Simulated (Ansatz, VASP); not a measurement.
## Zr2B3: VASP beside Ansatz

```
Zr B
1.0
     1.71808    0.99194    6.32826
    -1.71808    0.99194    6.32826
     0.00000   -1.98387    6.32826
Zr B
2 3
Direct
  0.39843 0.39843 0.39843
  0.60157 0.60157 0.60157
  0.00000 0.50000 0.00000
  0.00000 0.00000 0.50000
  0.50000 0.00000 0.00000
```

Change from the starting cell: the structure that the rattled cell fell into.

Alike in both runs: task single point; functional PBE; k mesh 6 × 6 × 6; occupations gaussian, width 0.1 eV; no spin polarisation.

|  | VASP | Ansatz |
| --- | --- | --- |
| version | VASP 6.6.1 | Ansatz 0.2.0 |
| potentials or method | VASP PAW PBE potentials, release 64 (Zr_sv, B), cutoff 520 eV | scalar-relativistic, plane waves, PAW |
| valence electrons in the cell | 33 | 33 |

```csv
,VASP,Ansatz,Ansatz less VASP
gap on the k mesh at the Fermi level (eV),none,none,-
pressure (GPa),0.2,0.2,-0.05
"traceless stress, the component that is largest in VASP (GPa)",0.11,0.09,-0.025
rms of the force components (eV/Å),0.032,0.036,+0.0035
```

Atom by atom the forces differ by 0.004 eV/Å (rms over components). A gap of «none» marks a metal or a gap that the smearing closes.
